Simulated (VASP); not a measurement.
# BaTe: relaxation of cell and atoms with r2SCAN

BaTe:

```
Ba Te
1.0
     0.00000    3.34738    3.34738
     3.34738    0.00000    3.34738
     3.34738    3.34738    0.00000
Ba Te
1 1
Direct
  0.00000 0.00000 0.00000
  0.50000 0.50000 0.50000
```

```yaml
Program: VASP 6.6.1
Task: relaxation of cell and atoms
Functional: r2SCAN
Potentials_or_basis: VASP PAW PBE potentials, release 64 (Ba_sv, Te)
Cutoff: 600 eV
k_mesh: 8 × 8 × 8
Occupations: gaussian, width 0.02 eV
Spin: no spin polarisation
Target_pressure: 8 GPa
Dipole_correction: no
Further_INCAR_settings: ALGO = Normal; EDIFF = 1e-06; IBRION = 2; EDIFFG = -0.008; NSW = 70; ISIF = 3
```

| Item | Value |
| --- | --- |
| Relaxed volume | 37.22 Å³/atom |
| Relaxed cell | a = 4.722 Å, b = 4.722 Å, c = 4.722 Å, α = 60.00°, β = 60.00°, γ = 60.00° |
| Space group after relaxing (to 0.1 Å) | Fm-3m (No. 225) |
| Energy change on relaxing (the run minimises the enthalpy) | +13.7 meV/atom |
| Ionic steps | 3 |
| Pressure after relaxing | 8.0 GPa |
| Band gap on the k mesh | 1.51 eV (least direct gap 1.87 eV) |

Step by step:
| step | energy change (eV) | largest force (eV/Å) | pressure (GPa) | volume (Å³) |
| --- | --- | --- | --- | --- |
| 1 | 0.0000 | 0.0000 | 7.54 | 75.01 |
| 2 | 0.0582 | 0.0000 | 8.52 | 73.85 |
| 3 | 0.0274 | 0.0000 | 8.00 | 74.45 |

Final structure:
```yaml
crystal:
  lattice:
    - [0.00000, 3.33896, 3.33896]
    - [3.33896, 0.00000, 3.33896]
    - [3.33896, 3.33896, 0.00000]
  atoms:
    - { symbol: Ba, position: [0.00000, 0.00000, 0.00000] }
    - { symbol: Te, position: [0.50000, 0.50000, 0.50000] }
```

Levels at points of the mesh, in eV from the valence-band top:
```tsv
k point	band 6	band 7	band 8	band 9	band 10	band 11
(0.00, 0.00, 0.00)	0.00	0.00	0.00	3.21	3.21	3.21
(0.50, 0.00, 0.00)	-2.64	-1.46	-1.46	4.84	5.61	5.69
(0.50, 0.50, 0.00)	-1.15	-0.37	-0.37	1.51	5.14	6.06
```

Wall time 2.8 min on 1 thread of Intel(R) Xeon(R) 6975P-C (Granite Rapids) (shared host), peak memory 0.28 GiB.

Caveat: the cell is relaxed towards a set pressure, so the run minimises the enthalpy, not the energy; the PAW data sets were made with another functional, which shifts forces and pressure a little; spin-orbit coupling is left out, which moves the levels of the heavy elements. A k mesh can miss the band edges.
